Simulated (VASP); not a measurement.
Wanted: the native input for a VASP 6.6.1 run.

```
Task                   : single point
Functional             : PBE
Potentials or basis    : VASP PAW PBE potentials, release 64 (Ga_d, N)
Cutoff                 : 520 eV
k mesh                 : 10 × 10 × 10
Occupations            : fermi-dirac, width 0.05 eV
Spin                   : no spin polarisation
Dipole correction      : no
Further INCAR settings : ALGO = Normal; EDIFF = 1e-06; NBANDS = 16
```

The structure of GaN lies in POSCAR:

```
GaN
1.0
    0.0000000000      2.2684248875      2.2684248875
    2.2684248875      0.0000000000      2.2684248875
    2.2684248875      2.2684248875      0.0000000000
Ga N
1 1
Direct
    0.0000000000      0.0000000000      0.0000000000
    0.2500000000      0.2500000000      0.2500000000
```

One way to write it, as run:

INCAR

```
SYSTEM = GaN
PREC = Accurate
ENCUT = 520
EDIFF = 1E-6
ISMEAR = -1
SIGMA = 0.05
LREAL = .FALSE.
LASPH = .TRUE.
NELM = 80
ALGO = Normal
ISIF = 2
LWAVE = .FALSE.
LCHARG = .FALSE.
GGA = PE
NBANDS = 16
```

KPOINTS

```
regular mesh
0
G
  10 10 10
  0 0 0
```

Potentials or basis: VASP PAW PBE potentials, release 64 (Ga_d, N).

Launch:

```sh
$ cat potpaw_PBE.64/Ga_d/POTCAR potpaw_PBE.64/N/POTCAR > POTCAR
$ mpirun -np 1 vasp_std > vasp.out
```

It gave:

- Pressure: 1.4 GPa
- Band gap on the k mesh: 1.60 eV, direct

Wall time 11 s on 1 thread of Intel(R) Xeon(R) Platinum 8259CL CPU @ 2.50GHz (Skylake/Cascade Lake), on a shared host, peak memory 0.14 GiB.
